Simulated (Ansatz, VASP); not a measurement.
**Two plane-wave programs on Al**

Contents of INCAR:

```
SYSTEM = Al
PREC     = Accurate       ! precision mode
ENCUT    = 520            ! plane-wave cutoff, eV
EDIFF    = 1E-6           ! SCF threshold, eV
ISMEAR   = 0              ! smearing method
SIGMA    = 0.1            ! smearing width, eV
LREAL    = .FALSE.        ! projectors in reciprocal space
LASPH    = .TRUE.         ! aspherical terms in the spheres
NELM     = 100            ! most SCF steps
ALGO     = Fast           ! electronic algorithm
ISIF     = 2              ! what is computed and relaxed
LWAVE    = .FALSE.        ! write WAVECAR
LCHARG   = .FALSE.        ! write CHGCAR
GGA      = PE             ! functional
NBANDS   = 12             ! bands
```

KPOINTS

```
regular mesh
0
G
  15 15 15
  0 0 0
```

POSCAR

```
Al
1.0
    1.5939403360      0.9202618821      7.3747054231
   -1.5939403360      0.9202618821      7.3747054231
    0.0000000000     -1.8405237642      7.3747054231
Al
3
Direct
    0.0000000000      0.0000000000      0.0000000000
    0.2209406600      0.2209406600      0.2209406600
    0.7790593400      0.7790593400      0.7790593400
```

Input for Ansatz:

```yaml
crystal:
  lattice:
    - [1.593940336, 0.9202618821, 7.3747054231]
    - [-1.593940336, 0.9202618821, 7.3747054231]
    - [0.0, -1.8405237642, 7.3747054231]
  atoms:
    - { symbol: Al, position: [0.0, 0.0, 0.0] }
    - { symbol: Al, position: [0.22094066, 0.22094066, 0.22094066] }
    - { symbol: Al, position: [0.77905934, 0.77905934, 0.77905934] }
basis:
  ecutwfc: 420
kpoints:
  mp_grid: { grid: [15, 15, 15] }
hamiltonian:
  xc: pbe
scf:
  occupations: { method: gaussian, width: 0.1 }
output:
  forces: true
  stress: true
  eigenvalues: true
```

Alike in both runs: task single point; functional PBE; k mesh 15 × 15 × 15; occupations gaussian, width 0.1 eV; no spin polarisation.

```csv
,VASP,Ansatz
version,VASP 6.6.1,Ansatz 0.2.0
potentials or method,"VASP PAW PBE potentials, release 64 (Al), cutoff 520 eV","scalar-relativistic, plane waves, PAW"
valence electrons in the cell,9,9
```

|  | VASP | Ansatz | Ansatz less VASP |
| --- | --- | --- | --- |
| gap on the k mesh at the Fermi level (eV) | none | none | - |
| pressure (GPa) | -10.5 | -10.5 | +0.01 |
| traceless stress, the component that is largest in VASP (GPa) | 0.61 | 0.62 | +0.004 |
| rms of the force components (eV/Å) | 0.057 | 0.057 | -0.0001 |

Atom by atom the forces differ by 0.000 eV/Å (rms over components). A gap of «none» marks a metal or a gap that the smearing closes. With one functional, cell and mesh, what is left measures potentials, basis and numerics.
